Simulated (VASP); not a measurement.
# Nb (I4_1/amd) in VASP: single point with PBEsol

Aim: the single point of Nb with PBEsol.

Everything below comes from runs of VASP 6.6.1. Logs are shortened: lines on timing, memory, paths and dates and some standing lists are left out, and cuts for length are marked.

## Step 1: The cell of the first run

It takes space group I4_1/amd (No. 141, tetragonal). The conventional cell has a = 5.161 Å, b = 5.161 Å, c = 2.815 Å, α = 90.00°, β = 90.00°, γ = 90.00°. Nb (site symmetry -4m2) has 10 Nb at 2.67 to 3.33 Å within 3.5 Å.

## Step 2: Single point, PBEsol

The input, INCAR:

```
ALGO = Normal
EDIFF = 1E-6
ENCUT = 500
GGA = PS
GGA_COMPAT = F
ISIF = 2
ISMEAR = 0
LASPH = T
LCHARG = T
LELF = T
LREAL = F
LVHAR = T
LWAVE = F
NBANDS = 20
NELM = 120
PREC = Accurate
SIGMA = 0.1
```

The input, KPOINTS:

```
k-points
0
Gamma
  8 8 8
```

The input, POSCAR:

```
Nb
1.0
   -2.5802546277      2.5802546277      1.4075765295
    2.5802546277     -2.5802546277      1.4075765295
    2.5802546277      2.5802546277     -1.4075765295
Nb
2
Direct
    0.0000000000      0.0000000000      0.0000000000
    0.7500000000      0.2500000000      0.5000000000
```

Potentials or basis: VASP PAW PBE potentials, release 64 (Nb_sv).

On the command line:

```
$ cat potpaw_PBE.64/Nb_sv/POTCAR > POTCAR
$ mpirun -np 1 vasp_std > vasp.out
```

OUTCAR:

```text
EDIFF = 1E-6
   ENCUT = 500
   GGA = PS
   ISIF = 2
   ISMEAR = 0
   LASPH = T
   LREAL = F
   NELM = 120
   PREC = Accurate

 ion  position               nearest neighbor table
   1  0.000  0.000  0.000-   2 2.67   2 2.67   2 2.67   2 2.67
   2  0.750  0.250  0.500-   1 2.67   1 2.67   1 2.67   1 2.67

  LATTYP: Found a body centered tetragonal cell.
 ALAT       =     5.1605092554
 C/A-ratio  =     0.5455184595

  Lattice vectors:

 A1 = (  -2.5802546277,   2.5802546277,   1.4075765295)
 A2 = (   2.5802546277,  -2.5802546277,   1.4075765295)
 A3 = (   2.5802546277,   2.5802546277,  -1.4075765295)

Analysis of symmetry for initial positions (statically):
=====================================================================
 Subroutine PRICEL returns:
 Original cell was already a primitive cell.

 Routine SETGRP: Setting up the symmetry group for a
 body centered tetragonal supercell.

 Subroutine GETGRP returns: Found 16 space group operations
 (whereof  8 operations were pure point group operations)
 out of a pool of 16 trial point group operations.

The static configuration has the point symmetry D_2d.
 The point group associated with its full space group is D_4h.

Analysis of symmetry for dynamics (positions and initial velocities):
=====================================================================
 Subroutine PRICEL returns:
 Original cell was already a primitive cell.

 Routine SETGRP: Setting up the symmetry group for a
 body centered tetragonal supercell.

 Subroutine GETGRP returns: Found 16 space group operations
 (whereof  8 operations were pure point group operations)
 out of a pool of 16 trial point group operations.

The dynamic configuration has the point symmetry D_2d.
 The point group associated with its full space group is D_4h.

 Subroutine INISYM returns: Found 16 space group operations
 (whereof  8 operations are pure point group operations),
 and found     1 'primitive' translations

----------------------------------------------------------------------------------------

                                     Primitive cell

  volume of cell :      37.4850

  direct lattice vectors                    reciprocal lattice vectors
    -2.580254628  2.580254628  1.407576530     0.000000000  0.193779325  0.355220473
     2.580254628 -2.580254628  1.407576530     0.193779325  0.000000000  0.355220473
     2.580254628  2.580254628 -1.407576530     0.193779325  0.193779325  0.000000000

  length of vectors
     3.911099535  3.911099535  3.911099535     0.404638123  0.404638123  0.274045349

  position of ions in fractional coordinates (direct lattice)
     0.000000000  0.000000000  0.000000000
     0.750000000  0.250000000  0.500000000

  ion indices of the primitive-cell ions
   primitive index   ion index
                 1           1
                 2           2

----------------------------------------------------------------------------------------

 KPOINTS: k-points

Automatic generation of k-mesh.
 Grid dimensions read from file:
 generate k-points for:    8    8    8

 Generating k-lattice:

  Cartesian coordinates                     Fractional coordinates (reciprocal lattice)
     0.000000000  0.024222416  0.044402559     0.125000000 -0.000000000  0.000000000
     0.024222416  0.000000000  0.044402559    -0.000000000  0.125000000  0.000000000
     0.024222416  0.024222416  0.000000000     0.000000000  0.000000000  0.125000000

  Length of vectors
     0.050579765  0.050579765  0.034255669

  Shift w.r.t. Gamma in fractional coordinates (k-lattice)
     0.000000000  0.000000000  0.000000000

 Subroutine IBZKPT returns following result:
 ===========================================

 Found     59 irreducible k-points:

 Following reciprocal coordinates:
            Coordinates               Weight
  0.000000  0.000000  0.000000      1.000000
  0.125000  0.000000  0.000000      8.000000
  0.250000  0.000000  0.000000      8.000000
  0.375000  0.000000  0.000000      8.000000
  0.500000  0.000000  0.000000      4.000000
  0.125000  0.125000  0.000000      8.000000
[... 16 lines left out ...]
  0.250000  0.125000  0.125000     16.000000
  0.375000  0.125000  0.125000      8.000000
 [... further k-points ...]
   k-points           NKPTS =     59   k-points in BZ     NKDIM =     59   number of bands    NBANDS=     20
   number of dos      NEDOS =    301   number of ions     NIONS =      2
   total plane-waves  NPLWV =  27000
   dimension x,y,z NGX =    30 NGY =   30 NGZ =   30
   dimension x,y,z NGXF=    60 NGYF=   60 NGZF=   60
   ions per type =               2
   NGX,Y,Z   is equivalent  to a cutoff of  12.75, 12.75, 12.75 a.u.
   NGXF,Y,Z  is equivalent  to a cutoff of  25.50, 25.50, 25.50 a.u.
 SYSTEM =  unknown system
   PREC   = accura    normal or accurate (medium, high low for compatibility)
   ISTART =      0    job   : 0-new  1-cont  2-samecut
   ICHARG =      2    charge: 1-file 2-atom 10-const
   ISPIN  =      1    spin polarized calculation?
   LNONCOLLINEAR =      F non collinear calculations
   LSORBIT =      F    spin-orbit coupling
   LASPH  =      T    aspherical Exc in radial PAW
   ENCUT  =  500.0 eV  36.75 Ry    6.06 a.u.   7.13  7.13  7.13*2*pi/ulx,y,z
   NELM   =    120;   NELMIN=  2; NELMDL= -5     # of ELM steps
   EDIFF  = 0.1E-05   stopping-criterion for ELM
   LREAL  =      F    real-space projection
   EDIFFG = 0.1E-04   stopping-criterion for IOM
   NSW    =      0    number of steps for IOM
   IBRION =     -1    ionic relax: 0-MD 1-quasi-New 2-CG
   NFREE  =      0    steps in history (QN), initial steepest desc. (CG)
   ISIF   =      2    stress and relaxation
   ISYM   =      2    0-nonsym 1-usesym 2-fastsym
   POTIM  = 0.5000    time-step for ionic-motion
   TEBEG  =    0.0;   TEEND  =   0.0 temperature during run
   PSTRESS=    0.0 pullay stress
   NELECT =      26.0000    total number of electrons
   NUPDOWN=      -1.0000    fix difference up-down
   EMIN   =  10.00;   EMAX   =-10.00  energy-range for DOS
   EFERMI =   0.00;   METHOD = LEGACY
   ISMEAR =     0;   SIGMA  =   0.10  broadening in eV -4-tet -1-fermi 0-gaus
   EFERMI_NEDOS =   21; number of points for ismear=-14 and -15
   IALGO  =     38    algorithm
   IMIX   =      4    mixing-type and parameters
     AMIX     =   0.40;   BMIX     =  1.00
     AMIX_MAG =   1.60;   BMIX_MAG =  1.00
  volume/ion in A,a.u.               =      18.74       126.48
  Fermi-wavevector in a.u.,A,eV,Ry     =   1.449151  2.738498 28.572750  2.100038
  Thomas-Fermi vector in A             =   2.566910
   LORBIT       =      0    0 simple, 1 ext, 2 COOP (PROOUT), +10 PAW based schemes
   GGA     = PS    functional components
   LHFCALC =     F    Hartree Fock is set to
   AEXX    =    0.0000 exact exchange contribution
   IVDW    =     0    specifies the selected vdW correction
   LEPSILON=     F    determine dielectric tensor
   LRPA    =     F    only Hartree local field effects (RPA)
 non-spin polarized calculation
 Gauss-broadening in eV      SIGMA  =   0.10
  energy-cutoff  :      500.00
  volume of cell :       37.48
 maximum number of plane-waves:       970
 NGX is ok and might be reduce to    30
   NGX = 15   NGY = 15   NGZ = 15

 number of electron      25.9999999 magnetization

 Free energy of the ion-electron system (eV)
  ---------------------------------------------------
  ext. energy  EPLUGINS =         0.00000000
  ---------------------------------------------------
  free energy    TOTEN  =       -20.65845338 eV

  energy without entropy =      -20.64631255  energy(sigma->0) =      -20.65238297

 E-fermi :  10.8745     XC(G=0): -12.3532

 val. band max:       10.8662673813   @ k =  -0.2500  -0.3750   0.2500
 cond. band min:      10.8815475722   @ k =   0.5000   0.5000   0.3750
 fundamental gap:      0.0152801909
 Fermi energy:        10.8745414511

 k-point     1 :       0.0000    0.0000    0.0000
  band No.  band energies     occupation
      1     -43.8802      2.00000
      2     -43.4129      2.00000
      3     -20.4622      2.00000
      4     -20.4622      2.00000
      5     -19.1912      2.00000
      6     -19.1726      2.00000
[... 12 lines left out ...]
     19      17.4562      0.00000
     20      17.4563      0.00000

 k-point     2 :       0.1250    0.0000    0.0000
  band No.  band energies     occupation
      1     -43.8467      2.00000
      2     -43.4100      2.00000
      3     -20.4474      2.00000
      4     -20.3887      2.00000
      5     -19.3723      2.00000
      6     -19.3416      2.00000
[... 12 lines left out ...]
     19      16.7889      0.00000
     20      18.7000      0.00000

 k-point     3 :       0.2500    0.0000    0.0000
  band No.  band energies     occupation
      1     -43.7614      2.00000
      2     -43.4062      2.00000
      3     -20.4110      2.00000
      4     -20.2349      2.00000
      5     -19.7882      2.00000
      6     -19.6741      2.00000
[... 12 lines left out ...]
     19      16.6016      0.00000
     20      20.7344      0.00000

 k-point     4 :       0.3750    0.0000    0.0000
  band No.  band energies     occupation
      1     -43.6661      2.00000
      2     -43.4114      2.00000
      3     -20.3731      2.00000
      4     -20.3095      2.00000
      5     -20.1361      2.00000
      6     -19.7663      2.00000
[... 12 lines left out ...]
     19      16.0999      0.00000
     20      20.2636      0.00000

 k-point     5 :       0.5000    0.0000    0.0000
  band No.  band energies     occupation
      1     -43.6204      2.00000
      2     -43.4193      2.00000
      3     -20.4433      2.00000
      4     -20.3571      2.00000
      5     -20.2636      2.00000
      6     -19.6548      2.00000
[... 12 lines left out ...]
     19      17.6242      0.00000
     20      19.5123      0.00000
[... 353 lines left out ...]
      6     -19.8646      2.00000
[... 12 lines left out ...]
     19      14.9412      0.00000
     20      14.9412      0.00000

 k-point    22 :       0.1250    0.1250    0.1250
  band No.  band energies     occupation
      1     -43.7311      2.00000
      2     -43.4372      2.00000
      3     -20.2849      2.00000
      4     -20.2359      2.00000
      5     -19.7722      2.00000
      6     -19.6988      2.00000
[... 12 lines left out ...]
     19      16.5869      0.00000
     20      18.5303      0.00000

 k-point    23 :       0.2500    0.1250    0.1250
  band No.  band energies     occupation
      1     -43.6378      2.00000
      2     -43.4406      2.00000
      3     -20.4021      2.00000
      4     -20.2203      2.00000
      5     -20.0517      2.00000
      6     -19.7691      2.00000
[... 12 lines left out ...]
     19      16.3154      0.00000
     20      18.5004      0.00000

 k-point    24 :       0.3750    0.1250    0.1250
  band No.  band energies     occupation
      1     -43.5915      2.00000
      2     -43.4493      2.00000
      3     -20.5099      2.00000
      4     -20.3217      2.00000
      5     -20.0852      2.00000
      6     -19.6222      2.00000
[... 12 lines left out ...]
     19      17.0799      0.00000
     20      19.1294      0.00000

 [... further k-points ...]
[... 5 lines left out ...]
  --------------------------------------------------------------------------------------
  -------------------------------------------------------------------------------------
  Total       -0.4651650     -0.4651650     -0.5486116      0.0000000      0.0000000      0.0000000
  in kB      -19.8820182    -19.8820182    -23.4486829      0.0000000      0.0000000      0.0000000
  external PRESSURE =     -21.0709064 kB  Pullay stress =       0.0000000 kB

 VOLUME and BASIS-vectors are now :
 -----------------------------------------------------------------------------
  energy-cutoff  :      500.00
  volume of cell :       37.48
      direct lattice vectors                 reciprocal lattice vectors
    -2.580254628  2.580254628  1.407576530     0.000000000  0.193779325  0.355220473
     2.580254628 -2.580254628  1.407576530     0.193779325  0.000000000  0.355220473
     2.580254628  2.580254628 -1.407576530     0.193779325  0.193779325  0.000000000

 POSITION                                       TOTAL-FORCE (eV/Angst)
 -----------------------------------------------------------------------------------
      0.00000      0.00000      0.00000        -0.000000     -0.000000     -0.000000
      0.00000      2.58025      0.70379         0.000000      0.000000      0.000000
 -----------------------------------------------------------------------------------
    total drift:                                0.000000     -0.000000      0.000000

  FREE ENERGIE OF THE ION-ELECTRON SYSTEM (eV)
  ---------------------------------------------------
  free  energy   TOTEN  =       -20.6584533775 eV

  energy  without entropy=      -20.6463125533  energy(sigma->0) =      -20.65238297
```

It used 130 s of CPU time on 1 thread of AMD EPYC 7R13 Processor (Zen 3), with other jobs on the host.

Results:

| Item | Value |
| --- | --- |
| Free energy | -20.6585 eV |
| Pressure | -2.1 GPa |
| Band gap on the k mesh | zero (band 13 reaches 11.59 eV, above the bottom of band 14 at 10.38 eV) |

Caveat: the PAW data sets were made with another functional, which shifts forces and pressure a little.
